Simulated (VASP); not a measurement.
A run of VASP 6.6.1 is set up as follows.

INCAR

```
PREC = Accurate
ENCUT = 520
EDIFF = 1E-6
ISMEAR = 0
SIGMA = 0.15
LREAL = False
LASPH = True
NELM = 150
ALGO = Normal
ISIF = 2
LWAVE = False
LCHARG = False
ISPIN = 2
MAGMOM = 0.2 0.44 0.44 0.44
LORBIT = 11
NUPDOWN = 1.52
LMAXMIX = 4
GGA = PS
NBANDS = 32
```

The input KPOINTS:

```
Automatic mesh
0
Gamma
  12 12 12
```

Contents of POSCAR:

```
TiCo3
1.0
    3.6693350640      0.0000000000      0.0000000000
    0.0000000000      3.6693350640      0.0000000000
    0.0000000000      0.0000000000      3.6693350640
Ti Co
1 3
Direct
    0.0000000000      0.0000000000      0.0000000000
    0.0000000000      0.5000000000      0.5000000000
    0.5000000000      0.0000000000      0.5000000000
    0.5000000000      0.5000000000      0.0000000000
```

Potentials or basis: VASP PAW PBE potentials, release 64 (Ti_sv, Co).

Run with:

```console
$ cat potpaw_PBE.64/Ti_sv/POTCAR potpaw_PBE.64/Co/POTCAR > POTCAR
$ mpirun -np 1 vasp_std > vasp.out
```

Task: Estimate the pressure.

Result: -20.6 GPa.

Caveat: the cell stands under tension; the PAW data sets were made with another functional, which shifts forces and pressure a little; the total moment is fixed, so each spin has its own Fermi level and the state may be an excited one.
